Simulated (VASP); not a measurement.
## Ti: single point with PBEsol

The system is Ti.

```
Ti
1.0
     0.00000    2.00744    2.00744
     2.00744    0.00000    2.00744
     2.00744    2.00744    0.00000
Ti
1
Direct
  0.00000 0.00000 0.00000
```

This cell differs from its parent crystal: volume scaled by 0.97.

| Item | Value |
| --- | --- |
| Program | VASP 6.6.1 |
| Task | single point |
| Functional | PBEsol |
| Potentials or basis | VASP PAW PBE potentials, release 64 (Ti_sv) |
| Cutoff | 520 eV |
| k mesh | 18 × 18 × 18 |
| Occupations | gaussian, width 0.1 eV |
| Spin | no spin polarisation |

The pressure is 3.3 GPa and the band gap on the k mesh is zero (band 6 reaches 9.78 eV, above the bottom of band 7 at 8.39 eV).

Levels at points of the mesh, in eV from the Fermi level:
| k point | band 4 | band 5 | band 6 | band 7 | band 8 | band 9 |
| --- | --- | --- | --- | --- | --- | --- |
| (0.00, 0.00, 0.00) | -32.22 | -6.26 | 0.92 | 0.92 | 0.92 | 2.71 |
| (0.50, 0.00, 0.00) | -32.33 | -2.76 | 0.77 | 0.77 | 0.83 | 3.91 |
| (0.50, 0.50, 0.00) | -32.52 | -2.85 | -1.92 | 3.18 | 3.89 | 4.22 |

Wall time 44 s on 1 thread of Intel Xeon 8259CL (shared host), peak memory 0.17 GiB.

Caveat: the PAW data sets were made with another functional, which shifts forces and pressure a little.
